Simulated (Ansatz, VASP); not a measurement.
**Os: VASP beside Ansatz**

```
Os
1.0
    -2.36882    2.36882    1.29223
     2.36882   -2.36882    1.29223
     2.36882    2.36882   -1.29223
Os
2
Direct
  0.00000 0.00000 0.00000
  0.75000 0.25000 0.50000
```

Alike in both runs: task single point; functional PBEsol; k mesh 8 × 8 × 8; occupations gaussian, width 0.1 eV; no spin polarisation.

```csv
,VASP,Ansatz
version,VASP 6.6.1,Ansatz 0.2.0
potentials or method,"VASP PAW PBE potentials, release 64 (Os_sv_GW), cutoff 560 eV","scalar-relativistic, plane waves, PAW"
valence electrons in the cell,32,32
```

Ansatz gave:

| Quantity | Value |
| --- | --- |
| gap on the k mesh at the Fermi level (eV) | none |
| pressure (GPa) | 28.5 |
| traceless stress, the component that is largest in VASP (GPa) | -3.39 |

Q: What did VASP give for the same quantities?

A: gap on the k mesh at the Fermi level (eV): none; pressure (GPa): 27.3; traceless stress, the component that is largest in VASP (GPa): -3.52.

VASP's potentials were made for PBE, not for PBEsol. A gap of «none» marks a metal or a gap that the smearing closes.

Spin-orbit coupling is off throughout.
